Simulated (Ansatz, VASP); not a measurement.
**Two plane-wave programs on InSe**

File INCAR:

```
SYSTEM = InSe
PREC = Accurate
ENCUT = 520
EDIFF = 1E-8
ISMEAR = -1
SIGMA = 0.02
LREAL = .False.
LASPH = .True.
NELM = 80
ALGO = Normal
ISIF = 2
LWAVE = .False.
LCHARG = .False.
GGA = PE
LEFG = .True.
NBANDS = 27
```

The input KPOINTS:

```
Automatic mesh
0
Gamma
  7 7 6
  0 0 0
```

The input POSCAR:

```
InSe
1.0
    5.8679026766     -2.0550000000      0.0000000000
    5.8679026766      2.0550000000      0.0000000000
   -1.5994156962      0.0000000000      4.1939467142
In Se
2 2
Direct
    0.8840000000      0.8840000000      0.0050000000
    0.1160000000      0.1160000000      0.9950000000
    0.6600000000      0.6600000000      0.6420000000
    0.3400000000      0.3400000000      0.3580000000
```

Input for Ansatz:

```yaml
crystal:
  lattice:
    - [5.8679026766, -2.055, 0.0]
    - [5.8679026766, 2.055, 0.0]
    - [-1.5994156962, 0.0, 4.1939467142]
  atoms:
    - { symbol: In, position: [0.884, 0.884, 0.005] }
    - { symbol: In, position: [0.116, 0.116, 0.995] }
    - { symbol: Se, position: [0.66, 0.66, 0.642] }
    - { symbol: Se, position: [0.34, 0.34, 0.358] }
kpoints:
  mp_grid: { grid: [7, 7, 6] }
scf:
  occupations: { method: fermi_dirac, width: 0.02 }
hamiltonian:
  xc: pbe
  pseudopotentials: { kind: paw }
output:
  forces: true
  stress: true
  eigenvalues: true
  efg: { contact_densities: true }
```

Change from the starting cell: zz strain of -3 %, PAW files.

Alike in both runs: task electric field gradients; functional PBE; k mesh 7 × 7 × 6; occupations fermi-dirac, width 0.02 eV; no spin polarisation.

|  | VASP | Ansatz |
| --- | --- | --- |
| version | VASP 6.6.1 | Ansatz 0.2.0 |
| potentials or method | VASP PAW PBE potentials, release 64 (In_d, Se) | PAW with Ansatz's default frozen-core files, scalar-relativistic |
| plane-wave cutoff (eV) | 520 | 420 |
| valence electrons in the cell | 38 | 58 |

Ansatz gave:

```
gap on the k mesh at the Fermi level (eV)                     : 0.94
pressure (GPa)                                                : 4.8
traceless stress, the component that is largest in VASP (GPa) : 3.05
rms of the force components (eV/Å)                            : 0.470
size of Vzz on the site where it differs most (V/Å²)          : 78.2
```

Question: Which values does VASP return?

Answer: gap on the k mesh at the Fermi level (eV): 0.93; pressure (GPa): 4.8; traceless stress, the component that is largest in VASP (GPa): 3.06; rms of the force components (eV/Å): 0.474; size of Vzz on the site where it differs most (V/Å²): 75.1.

Atom by atom the forces differ by 0.008 eV/Å (rms over components). With one functional, cell and mesh, what is left measures potentials, basis and numerics. VASP's potentials hold 38 valence electrons a cell and Ansatz's 58, so a difference there can come from the potentials and not from the codes.
